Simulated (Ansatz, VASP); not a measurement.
# One calculation of Sn, two programs

File POSCAR:

```
Sn
1.0
   -1.7265390000      1.7755470000      2.3383420000
    1.7265390000     -1.7755470000      2.3383420000
    1.7265390000      1.7755470000     -2.3383420000
Sn
1
Direct
    0.0000000000      0.0000000000      0.0000000000
```

Contents of INCAR.step1:

```
SYSTEM = Sn
PREC = Accurate
ENCUT = 400
EDIFF = 1E-5
ISMEAR = -1
SIGMA = 0.05
LREAL = .FALSE.
LASPH = .TRUE.
NELM = 120
ALGO = Normal
ISIF = 2
LWAVE = .TRUE.
LCHARG = .FALSE.
NBANDS = 13
GGA = PE
GGA_COMPAT = .FALSE.
```

Contents of INCAR.step2:

```
SYSTEM = Sn
PREC = Accurate
ENCUT = 400
EDIFF = 1E-6
ISMEAR = -1
SIGMA = 0.05
LREAL = .FALSE.
LASPH = .TRUE.
NELM = 120
ALGO = Normal
ISIF = 2
LWAVE = .FALSE.
LCHARG = .FALSE.
GGA = PS
LHFCALC = .TRUE.
AEXX = 0.25
HFSCREEN = 0.207
PRECFOCK = Normal
NBANDS = 13
ISTART = 1
GGA_COMPAT = .FALSE.
```

Contents of KPOINTS:

```
Automatic mesh
0
G
  6 6 6
  0 0 0
```

File input:

```
crystal:
  lattice:
    - [-1.726539, 1.775547, 2.338342]
    - [1.726539, -1.775547, 2.338342]
    - [1.726539, 1.775547, -2.338342]
  atoms:
    - { symbol: Sn, position: [0.0, 0.0, 0.0] }
hamiltonian:
  xc:
    exchange: hjs_pbesol
    correlation: pbesol
    exx: { coeff: 0.25, omega: 0.207 }
  pseudopotentials: { kind: paw }
kpoints:
  mp_grid: { grid: [6, 6, 6] }
  band_path:
    path:
      - [[0.0, 0.0, 0.0], [-0.3862939988, 0.3862939988, 0.3862939988], [-0.2804352521, 0.2804352521, 0.4921527456], [0.0, 0.0, 0.5], [0.25, 0.25, 0.25], [0.0, 0.5, 0.0], [0.3862939988, 0.6137060012, -0.3862939988], [0.5, 0.5, -0.5], [0.0, 0.0, 0.0], [0.3941412533, -0.3941412533, 0.3941412533], [0.5, 0.0, 0.0], [0.25, 0.25, 0.25]]
      - [[0.2804352521, -0.2804352521, 0.5078472544], [0.3941412533, -0.3941412533, 0.3941412533]]
      - [[0.6058587467, 0.3941412533, -0.3941412533], [0.5, 0.5, -0.5]]
    npoints: 4
scf:
  occupations: { method: fermi_dirac, width: 0.05 }
  n_extra_bands: 6
output:
  forces: true
  stress: true
  eigenvalues: true
  fatbands: false
  write_density: true
  write_potential: true
  elf: true
  volumetric_format: npy
```

Alike in both runs: functional PBEsol-based screened hybrid; k mesh 6 × 6 × 6; occupations fermi-dirac, width 0.05 eV; no spin polarisation.

|  | VASP | Ansatz |
| --- | --- | --- |
| version | VASP 6.6.1 | Ansatz 0.2.0 |
| potentials or method | VASP PAW PBE potentials, release 64 (Sn_d) | Ansatz PAW |
| plane-wave cutoff (eV) | 400 | 420 |
| valence electrons in the cell | 14 | 14 |
| task | single point | band structure |

|  | VASP | Ansatz | Ansatz less VASP |
| --- | --- | --- | --- |
| gap on the k mesh at the Fermi level (eV) | none | none | - |
| pressure (GPa) | -3.1 | -3.0 | +0.06 |
| traceless stress, the component that is largest in VASP (GPa) | 2.96 | 2.95 | -0.008 |

VASP's potentials were made for PBE, not for PBEsol-based screened hybrid. A gap of «none» marks a metal or a gap that the smearing closes. The functional is the same, so the differences come from potentials, cutoffs and numerics.

The k mesh is coarse, so the values compare programs but aren't converged.
